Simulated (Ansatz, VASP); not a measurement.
One calculation of Ti, two programs

```xyz
2
Lattice="2.9500 0.0000 0.0000 -1.4750 2.5548 0.0000 0.0000 0.0000 4.8266" Properties=species:S:1:pos:R:3 pbc="T T T"
Ti    0.0000    1.7032    1.2066
Ti    1.4750    0.8516    3.6199
```

Change from the starting cell: zz strain of +3 %.

Alike in both runs: task single point; functional PBEsol; k mesh 13 × 13 × 7; occupations fermi-dirac, width 0.08 eV; no spin polarisation.

```csv
,VASP,Ansatz
version,VASP 6.6.1,Ansatz 0.2.0
potentials or method,"VASP PAW PBE potentials, release 64 (Ti_sv), cutoff 520 eV","all-electron LAPW, scalar-relativistic"
```

```tsv
	VASP	Ansatz	Ansatz less VASP
pressure (GPa)	-8.7	-8.5	+0.14
traceless stress, the component that is largest in VASP (GPa)	-2.21	-2.23	-0.019
```

VASP's potentials were made for PBE, not for PBEsol. Ansatz ran all-electron here, and VASP with PAW potentials.
